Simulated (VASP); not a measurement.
# Ti: single point with PBEsol

Ti:

```
Ti
1.0
     4.46070    0.00000    0.00000
    -2.23035    3.86308    0.00000
     0.00000    0.00000    2.86550
Ti
3
Direct
  0.00000 0.00000 0.00000
  0.33333 0.66667 0.50000
  0.66667 0.33333 0.50000
```

This isn't the form of Ti at room conditions, which is hcp.

```
Program             : VASP 6.6.1
Task                : single point
Functional          : PBEsol
Potentials or basis : VASP PAW PBE potentials, release 64 (Ti_sv)
Cutoff              : 520 eV
k mesh              : 12 × 12 × 14
Occupations         : gaussian, width 0.15 eV
Spin                : no spin polarisation
```

The pressure is -0.3 GPa and the band gap on the k mesh is zero (bands 18 and 19 overlap by 0.46 eV).

Stress tensor (GPa, compression positive):
```
 1.87  0.00  0.00
 0.00  1.87  0.00
 0.00  0.00 -4.73
```

Levels at points of the mesh, in eV from the Fermi level:
```tsv
k point	band 15	band 16	band 17	band 18	band 19	band 20	band 21	band 22
(0.00, 0.00, 0.00)	-0.68	-0.68	-0.57	-0.57	0.17	0.90	1.36	1.36
(0.50, 0.00, 0.00)	-2.74	-0.47	-0.36	-0.32	0.11	0.72	0.74	1.42
(0.00, 0.00, 0.50)	-2.23	-1.93	-1.73	-1.73	1.21	1.21	1.25	1.25
(0.50, 0.00, 0.50)	-1.76	-1.26	-0.85	-0.73	0.36	0.76	0.93	1.06
```

It took 15 min on 1 thread of Intel Xeon 8259CL, on a shared host, peak memory 0.28 GiB.

Caveat: the stress differs along the axes, from -5 to 2 GPa; the PAW data sets were made with another functional, which shifts forces and pressure a little.
